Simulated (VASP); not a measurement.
# Ca6F (Fm-3m) in VASP: a series of runs

The runs below take Ca6F through relaxation of cell and atoms, single point, with PBE.

Program: VASP 6.6.1. These are calculated values, not measurements. Logs are shortened: lines on timing, memory, paths and dates and some standing lists are left out, and cuts for length are marked.

## (1) The cell of the first run

Symmetry: Fm-3m, No. 225, cubic system. Conventional cell: a = 8.625 Å, b = 8.625 Å, c = 8.625 Å, α = 90.00°, β = 90.00°, γ = 90.00°. Within 3.1 Å of Ca (site symmetry 4mm) lie 1 F at 2.36 Å and 4 Ca at 2.76 Å. Within 3.1 Å of F (site symmetry m-3m) lie 6 Ca at 2.36 Å.

The cell was built from a structure type or drawn by symmetry, and may not be a known phase.

## (2) Relaxation of cell and atoms, PBE

INCAR

```
SYSTEM = Ca6F
PREC = Accurate ; ENCUT = 600
EDIFF = 1E-6 ; ISMEAR = 0
SIGMA = 0.1 ; LREAL = .False.
LASPH = .True. ; NELM = 60
ALGO = Normal ; ISIF = 3
LWAVE = .False. ; LCHARG = .False.
GGA = PE ; IBRION = 2
NSW = 90 ; EDIFFG = -0.04
```

KPOINTS

```
Automatic mesh
0
Gamma
  4 4 4
  0 0 0
```

POSCAR

```
Ca6F
1.0
    0.0000000000      4.3127090600      4.3127090600
    4.3127090600      0.0000000000      4.3127090600
    4.3127090600      4.3127090600      0.0000000000
Ca F
6 1
Direct
    0.2266721100      0.7733278900      0.7733278900
    0.7733278900      0.2266721100      0.2266721100
    0.7733278900      0.2266721100      0.7733278900
    0.2266721100      0.7733278900      0.2266721100
    0.7733278900      0.7733278900      0.2266721100
    0.2266721100      0.2266721100      0.7733278900
    0.5000000000      0.5000000000      0.5000000000
```

Potentials or basis: VASP PAW PBE potentials, release 64 (Ca_sv, F).

Command:

```bash
$ cat potpaw_PBE.64/Ca_sv/POTCAR potpaw_PBE.64/F/POTCAR > POTCAR
$ mpirun -np 1 vasp_std > vasp.out
```

OUTCAR:

```text
SYSTEM = Ca6F
   PREC = Accurate
   ENCUT = 600
   EDIFF = 1E-6
   ISMEAR = 0
   LREAL = .False.
   LASPH = .True.
   NELM = 60
   ISIF = 3
   GGA = PE
   IBRION = 2
   NSW = 90
   EDIFFG = -0.04

 ion  position               nearest neighbor table
   1  0.227  0.773  0.773-   7 2.36   4 2.76   5 2.76   6 2.76   3 2.76
   2  0.773  0.227  0.227-   7 2.36   4 2.76   5 2.76   6 2.76   3 2.76
   3  0.773  0.227  0.773-   7 2.36   2 2.76   5 2.76   6 2.76   1 2.76
   4  0.227  0.773  0.227-   7 2.36   2 2.76   5 2.76   6 2.76   1 2.76
   5  0.773  0.773  0.227-   7 2.36   2 2.76   3 2.76   4 2.76   1 2.76
   6  0.227  0.227  0.773-   7 2.36   2 2.76   3 2.76   4 2.76   1 2.76
   7  0.500  0.500  0.500-   1 2.36   2 2.36   3 2.36   4 2.36   5 2.36   6 2.36

  LATTYP: Found a face centered cubic cell.
 ALAT       =     8.6254181200

  Lattice vectors:

 A1 = (   0.0000000000,   4.3127090600,   4.3127090600)
 A2 = (   4.3127090600,   0.0000000000,   4.3127090600)
 A3 = (   4.3127090600,   4.3127090600,   0.0000000000)

Analysis of symmetry for initial positions (statically):
=====================================================================
 Subroutine PRICEL returns:
 Original cell was already a primitive cell.

 Routine SETGRP: Setting up the symmetry group for a
 face centered cubic supercell.

 Subroutine GETGRP returns: Found 48 space group operations
 (whereof 48 operations were pure point group operations)
 out of a pool of 48 trial point group operations.

The static configuration has the point symmetry O_h .

Analysis of symmetry for dynamics (positions and initial velocities):
=====================================================================
 Subroutine PRICEL returns:
 Original cell was already a primitive cell.

 Routine SETGRP: Setting up the symmetry group for a
 face centered cubic supercell.

 Subroutine GETGRP returns: Found 48 space group operations
 (whereof 48 operations were pure point group operations)
 out of a pool of 48 trial point group operations.

The dynamic configuration has the point symmetry O_h .

 Subroutine INISYM returns: Found 48 space group operations
 (whereof 48 operations are pure point group operations),
 and found     1 'primitive' translations

----------------------------------------------------------------------------------------

                                     Primitive cell

  volume of cell :     160.4281

  direct lattice vectors                    reciprocal lattice vectors
     0.000000000  4.312709060  4.312709060    -0.115936409  0.115936409  0.115936409
     4.312709060  0.000000000  4.312709060     0.115936409 -0.115936409  0.115936409
     4.312709060  4.312709060  0.000000000     0.115936409  0.115936409 -0.115936409

  length of vectors
     6.099091643  6.099091643  6.099091643     0.200807750  0.200807750  0.200807750

  position of ions in fractional coordinates (direct lattice)
     0.226672110  0.773327890  0.773327890
     0.773327890  0.226672110  0.226672110
     0.773327890  0.226672110  0.773327890
     0.226672110  0.773327890  0.226672110
     0.773327890  0.773327890  0.226672110
     0.226672110  0.226672110  0.773327890
     0.500000000  0.500000000  0.500000000

  ion indices of the primitive-cell ions
   primitive index   ion index
                 1           1
                 2           2
                 3           3
                 4           4
                 5           5
                 6           6
                 7           7

----------------------------------------------------------------------------------------

 KPOINTS: Automatic mesh

Automatic generation of k-mesh.
 Grid dimensions read from file:
 generate k-points for:    4    4    4

 Generating k-lattice:

  Cartesian coordinates                     Fractional coordinates (reciprocal lattice)
    -0.028984102  0.028984102  0.028984102     0.250000000  0.000000000  0.000000000
     0.028984102 -0.028984102  0.028984102     0.000000000  0.250000000  0.000000000
     0.028984102  0.028984102 -0.028984102     0.000000000  0.000000000  0.250000000

  Length of vectors
     0.050201938  0.050201938  0.050201938

  Shift w.r.t. Gamma in fractional coordinates (k-lattice)
     0.000000000  0.000000000  0.000000000

 Subroutine IBZKPT returns following result:
 ===========================================

 Found      8 irreducible k-points:

 Following reciprocal coordinates:
            Coordinates               Weight
  0.000000  0.000000  0.000000      1.000000
  0.250000  0.000000  0.000000      8.000000
  0.500000  0.000000  0.000000      4.000000
  0.250000  0.250000  0.000000      6.000000
  0.500000  0.250000  0.000000     24.000000
 -0.250000  0.250000  0.000000     12.000000
  0.500000  0.500000  0.000000      3.000000
 -0.250000  0.500000  0.250000      6.000000
   k-points           NKPTS =      8   k-points in BZ     NKDIM =      8   number of bands    NBANDS=     40
   number of dos      NEDOS =    301   number of ions     NIONS =      7
   total plane-waves  NPLWV = 125000
   dimension x,y,z NGX =    50 NGY =   50 NGZ =   50
   dimension x,y,z NGXF=   100 NGYF=  100 NGZF=  100
   ions per type =               6   1
   NGX,Y,Z   is equivalent  to a cutoff of  13.63, 13.63, 13.63 a.u.
   NGXF,Y,Z  is equivalent  to a cutoff of  27.26, 27.26, 27.26 a.u.
 SYSTEM =  Ca6F
   PREC   = accura    normal or accurate (medium, high low for compatibility)
   ISTART =      0    job   : 0-new  1-cont  2-samecut
   ICHARG =      2    charge: 1-file 2-atom 10-const
   ISPIN  =      1    spin polarized calculation?
   LNONCOLLINEAR =      F non collinear calculations
   LSORBIT =      F    spin-orbit coupling
   LASPH  =      T    aspherical Exc in radial PAW
   ENCUT  =  600.0 eV  44.10 Ry    6.64 a.u.  12.18 12.18 12.18*2*pi/ulx,y,z
   NELM   =     60;   NELMIN=  2; NELMDL= -5     # of ELM steps
   EDIFF  = 0.1E-05   stopping-criterion for ELM
   LREAL  =      F    real-space projection
   EDIFFG = -.4E-01   stopping-criterion for IOM
   NSW    =     90    number of steps for IOM
   IBRION =      2    ionic relax: 0-MD 1-quasi-New 2-CG
   NFREE  =      1    steps in history (QN), initial steepest desc. (CG)
   ISIF   =      3    stress and relaxation
   ISYM   =      2    0-nonsym 1-usesym 2-fastsym
   POTIM  = 0.5000    time-step for ionic-motion
   TEBEG  =    0.0;   TEEND  =   0.0 temperature during run
   PSTRESS=    0.0 pullay stress
   NELECT =      67.0000    total number of electrons
   NUPDOWN=      -1.0000    fix difference up-down
   EMIN   =  10.00;   EMAX   =-10.00  energy-range for DOS
   EFERMI =   0.00;   METHOD = LEGACY
   ISMEAR =     0;   SIGMA  =   0.10  broadening in eV -4-tet -1-fermi 0-gaus
   EFERMI_NEDOS =   21; number of points for ismear=-14 and -15
   IALGO  =     38    algorithm
   IMIX   =      4    mixing-type and parameters
     AMIX     =   0.40;   BMIX     =  1.00
     AMIX_MAG =   1.60;   BMIX_MAG =  1.00
  volume/ion in A,a.u.               =      22.92       154.66
  Fermi-wavevector in a.u.,A,eV,Ry     =   1.223694  2.312447 20.373741  1.497428
  Thomas-Fermi vector in A             =   2.358796
   LORBIT       =      0    0 simple, 1 ext, 2 COOP (PROOUT), +10 PAW based schemes
   GGA     = PE    functional components
   LHFCALC =     F    Hartree Fock is set to
   AEXX    =    0.0000 exact exchange contribution
   IVDW    =     0    specifies the selected vdW correction
   LEPSILON=     F    determine dielectric tensor
   LRPA    =     F    only Hartree local field effects (RPA)
 conjugate gradient relaxation of ions
 non-spin polarized calculation
 Gauss-broadening in eV      SIGMA  =   0.10
  energy-cutoff  :      600.00
  volume of cell :      160.43
 maximum number of plane-waves:      5396
 NGX is ok and might be reduce to    50
   NGX = 25   NGY = 25   NGZ = 25

--------------------------------------- Ionic step        1  -------------------------------------------

 number of electron      66.9999999 magnetization

 Free energy of the ion-electron system (eV)
  ---------------------------------------------------
  ext. energy  EPLUGINS =         0.00000000
  ---------------------------------------------------
  free energy    TOTEN  =        -7.77982778 eV

  energy without entropy =       -7.72745426  energy(sigma->0) =       -7.75364102

 E-fermi :   4.4560     XC(G=0):  -9.4172

 val. band max:        4.4522545196   @ k =   0.2500   0.2500   0.0000
 cond. band min:       4.4719915908   @ k =  -0.2500   0.2500   0.0000
 fundamental gap:      0.0197370712
 Fermi energy:         4.4560189843

 k-point     1 :       0.0000    0.0000    0.0000
  band No.  band energies     occupation
      1     -37.2935      2.00000
      2     -36.9844      2.00000
      3     -36.9844      2.00000
      4     -36.9844      2.00000
      5     -36.8369      2.00000
      6     -36.8369      2.00000
[... 32 lines left out ...]
     39       4.6622      0.00354
[... 609 lines left out ...]
 POSITION                                       TOTAL-FORCE (eV/Angst)
 -----------------------------------------------------------------------------------
      7.88457      5.23819      5.23819         0.041650      0.000000     -0.000000
      2.59180      5.23819      5.23819        -0.041650      0.000000     -0.000000
      5.23819      7.88457      5.23819         0.000000      0.041650     -0.000000
      5.23819      2.59180      5.23819         0.000000     -0.041650     -0.000000
      5.23819      5.23819      7.88457         0.000000      0.000000      0.041650
      5.23819      5.23819      2.59180         0.000000      0.000000     -0.041650
      5.23819      5.23819      5.23819         0.000000     -0.000000     -0.000000
 -----------------------------------------------------------------------------------
    total drift:                                0.000000      0.000000      0.000000

  FREE ENERGIE OF THE ION-ELECTRON SYSTEM (eV)
  ---------------------------------------------------
  free  energy   TOTEN  =       -15.7507024529 eV

  energy  without entropy=      -15.7058604307  energy(sigma->0) =      -15.72828144

--------------------------------------- Ionic step        9  -------------------------------------------

 number of electron      66.9999981 magnetization

 Free energy of the ion-electron system (eV)
  ---------------------------------------------------
  ext. energy  EPLUGINS =         0.00000000
  ---------------------------------------------------
  free energy    TOTEN  =       -15.75233675 eV

  energy without entropy =      -15.70759463  energy(sigma->0) =      -15.72996569

 E-fermi :   1.7399     XC(G=0):  -7.4339

 val. band max:        1.7153868605   @ k =   0.5000   0.0000   0.0000
 cond. band min:       1.7842766396   @ k =   0.5000   0.2500   0.0000
 fundamental gap:      0.0688897791
 Fermi energy:         1.7399259119

 k-point     1 :       0.0000    0.0000    0.0000
  band No.  band energies     occupation
      1     -40.7235      2.00000
      2     -40.7038      2.00000
      3     -40.7038      2.00000
      4     -40.7038      2.00000
      5     -40.6945      2.00000
      6     -40.6945      2.00000
[... 32 lines left out ...]
     39       2.2252      0.00000
[... 313 lines left out ...]
 VOLUME and BASIS-vectors are now :
 -----------------------------------------------------------------------------
  energy-cutoff  :      600.00
  volume of cell :      285.97
      direct lattice vectors                 reciprocal lattice vectors
    -0.000000000  5.229119178  5.229119178    -0.095618398  0.095618398  0.095618398
     5.229119178  0.000000000  5.229119178     0.095618398 -0.095618398  0.095618398
     5.229119178  5.229119178 -0.000000000     0.095618398  0.095618398 -0.095618398

 POSITION                                       TOTAL-FORCE (eV/Angst)
 -----------------------------------------------------------------------------------
      7.87486      5.22912      5.22912         0.015943      0.000000     -0.000000
      2.58338      5.22912      5.22912        -0.015943      0.000000     -0.000000
      5.22912      7.87486      5.22912         0.000000      0.015943     -0.000000
      5.22912      2.58338      5.22912         0.000000     -0.015943     -0.000000
      5.22912      5.22912      7.87486         0.000000      0.000000      0.015943
      5.22912      5.22912      2.58338         0.000000      0.000000     -0.015943
      5.22912      5.22912      5.22912         0.000000      0.000000     -0.000000
 -----------------------------------------------------------------------------------
    total drift:                               -0.000000     -0.000000      0.000000

  FREE ENERGIE OF THE ION-ELECTRON SYSTEM (eV)
  ---------------------------------------------------
  free  energy   TOTEN  =       -15.7523367532 eV

  energy  without entropy=      -15.7075946281  energy(sigma->0) =      -15.72996569

 reached required accuracy - stopping structural energy minimisation
```

It took 24 min on 1 thread of Intel Xeon 8259CL, shared host; peak memory 0.38 GiB.

Results:

```
Free energy                           : -15.7523 eV
Relaxed volume                        : 40.85 Å³/atom
Relaxed cell                          : a = 7.395 Å, b = 7.395 Å, c = 7.395 Å, α = 60.00°, β = 60.00°, γ = 60.00°
Space group after relaxing (to 0.1 Å) : Fm-3m (No. 225)
Energy gained by relaxing             : 1138.9 meV/atom
Ionic steps                           : 9
Pressure after relaxing               : -0.1 GPa
Largest force after relaxing          : 0.016 eV/Å
Band gap on the k mesh                : zero (an odd number of electrons rules out a gap without spin polarisation)
```

Forces on the atoms (eV/Å):
```
Ca   0.016  0.000  0.000
Ca  -0.016  0.000  0.000
Ca   0.000  0.016  0.000
Ca   0.000 -0.016  0.000
Ca   0.000  0.000  0.016
Ca   0.000  0.000 -0.016
F    0.000  0.000  0.000
```

The path:
| step | energy change (eV) | largest force (eV/Å) | pressure (GPa) | volume (Å³) |
| --- | --- | --- | --- | --- |
| 1 | 0.0000 | 3.4140 | 23.33 | 160.43 |
| 2 | -7.6888 | 0.0366 | 2.88 | 251.05 |
| 3 | -7.9205 | 0.3446 | -0.11 | 288.83 |
| 4 | -7.9349 | 0.3049 | 0.30 | 282.38 |
| 5 | -7.9353 | 0.2845 | 0.49 | 279.48 |
| 6 | -7.9638 | 0.1477 | 0.13 | 283.80 |
| 7 | -7.9709 | 0.0461 | -0.14 | 287.30 |
| 8 | -7.9709 | 0.0416 | -0.15 | 287.46 |
| 9 | -7.9725 | 0.0159 | -0.06 | 285.97 |

Final structure:
```xyz
7
Lattice="0.0000 5.2291 5.2291 5.2291 0.0000 5.2291 5.2291 5.2291 0.0000" Properties=species:S:1:pos:R:3 pbc="T T T"
Ca    7.8749    5.2291    5.2291
Ca    2.5834    5.2291    5.2291
Ca    5.2291    7.8749    5.2291
Ca    5.2291    2.5834    5.2291
Ca    5.2291    5.2291    7.8749
Ca    5.2291    5.2291    2.5834
F     5.2291    5.2291    5.2291
```

Caveat: the volume moved by over 15 % at a fixed basis, so the end points are rough; an odd number of electrons without spin polarisation forces a metal; a magnetic or distorted state may lie lower.

## (3) Single point, PBE, collinear spin

INCAR

```
SYSTEM = Ca6F
PREC     = Accurate       ! precision mode
ENCUT    = 520            ! plane-wave cutoff, eV
EDIFF    = 1E-6           ! SCF threshold, eV
ISMEAR   = 0              ! smearing method
SIGMA    = 0.1            ! smearing width, eV
LREAL    = .FALSE.        ! projectors in reciprocal space
LASPH    = .TRUE.         ! aspherical terms in the spheres
NELM     = 150            ! most SCF steps
ALGO     = Normal         ! electronic algorithm
ISIF     = 2              ! what is computed and relaxed
LWAVE    = .FALSE.        ! write WAVECAR
LCHARG   = .FALSE.        ! write CHGCAR
ISPIN    = 2              ! spin polarisation
MAGMOM   = 0 0 0 0 0 0 1  ! initial moments
LORBIT   = 11             ! projections on sites
GGA      = PE             ! functional
NBANDS   = 46             ! bands
```

KPOINTS

```
regular mesh
0
G
  4 4 4
  0 0 0
```

POSCAR is that of step 2.

Potentials or basis: VASP PAW PBE potentials, release 64 (Ca_sv, F).

Command:

```bash
$ cat potpaw_PBE.64/Ca_sv/POTCAR potpaw_PBE.64/F/POTCAR > POTCAR
$ mpirun -np 1 vasp_std > vasp.out
```

Wall time 5.7 min (1 thread of Intel Xeon 8259CL, shared host); peak memory 0.43 GiB.

Results (log left out):

- Free energy: -7.7759 eV
- Pressure: 23.3 GPa
- Largest force: 3.413 eV/Å
- Net moment: 0.10 μB per cell
- Valence electrons inside the program's atomic spheres: Ca 8.39; F 6.14

Forces in eV/Å, atoms in the order of the input:
```
Ca  -3.413  0.000  0.000
Ca   3.413  0.000  0.000
Ca   0.000 -3.413  0.000
Ca   0.000  3.413  0.000
Ca   0.000  0.000 -3.413
Ca   0.000  0.000  3.413
F    0.000  0.000  0.000
```

Levels at points of the mesh, in eV from the Fermi level:
Spin up:
| k point | band 32 | band 33 | band 34 | band 35 | band 36 | band 37 |
| --- | --- | --- | --- | --- | --- | --- |
| (0.00, 0.00, 0.00) | -0.22 | -0.22 | -0.03 | -0.03 | -0.03 | 0.20 |
| (0.50, 0.00, 0.00) | -0.41 | 0.12 | 0.20 | 0.20 | 0.45 | 0.45 |
| (0.50, 0.50, 0.00) | -0.71 | -0.27 | -0.27 | 0.43 | 0.69 | 0.91 |
Spin down:
| k point | band 30 | band 31 | band 32 | band 33 | band 34 | band 35 | band 36 | band 37 |
| --- | --- | --- | --- | --- | --- | --- | --- | --- |
| (0.00, 0.00, 0.00) | -1.56 | -1.40 | -0.19 | -0.19 | -0.02 | -0.02 | -0.02 | 0.21 |
| (0.50, 0.00, 0.00) | -2.09 | -0.92 | -0.40 | 0.13 | 0.22 | 0.22 | 0.47 | 0.47 |
| (0.50, 0.50, 0.00) | -1.78 | -1.03 | -0.70 | -0.24 | -0.24 | 0.44 | 0.70 | 0.92 |

Caveat: the cell stands under pressure; forces of over 1 eV/Å act on the atoms, so gaps and moduli don't describe the material at rest.
